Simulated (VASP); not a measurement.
Input of a VASP 6.6.1 run:

File INCAR:

```
SYSTEM = YZr
  ALGO = Normal
  EDIFF = 1E-6
  ENCUT = 500
  GGA_COMPAT = .FALSE.
  ISIF = 2
  ISMEAR = 1
  LASPH = .TRUE.
  LCHARG = .TRUE.
  LELF = .TRUE.
  LREAL = .FALSE.
  LVHAR = .TRUE.
  LWAVE = .FALSE.
  NBANDS = 18
  NELM = 120
  PREC = Accurate
  SIGMA = 0.15
```

KPOINTS

```
k-points
0
G
  9 9 5
  0 0 0
```

File POSCAR:

```
YZr
1.0
    3.4235830000      0.0000000000      0.0000000000
   -1.7117915000      2.9649098500      0.0000000000
    0.0000000000      0.0000000000      5.4025870000
Y Zr
1 1
Direct
    0.6666666667      0.3333333333      0.5000000000
    0.3333333333      0.6666666667      0.0000000000
```

Potentials or basis: VASP PAW LDA potentials, release 64 (Y_sv, Zr_sv).

Launch:

```console
$ cat potpaw_LDA.64/Y_sv/POTCAR potpaw_LDA.64/Zr_sv/POTCAR > POTCAR
$ mpirun -np 1 vasp_std > vasp.out
```

Problem. What does it give for the band gap on the k mesh?

Solution. Zero (an odd number of electrons rules out a gap without spin polarisation).

Problem. Predict the pressure.

Solution. -5.3 GPa.

Stress tensor (GPa, compression positive):
```
-5.24  0.00  0.00
 0.00 -5.24  0.00
 0.00  0.00 -5.56
```

Caveat: the cell stands under tension.
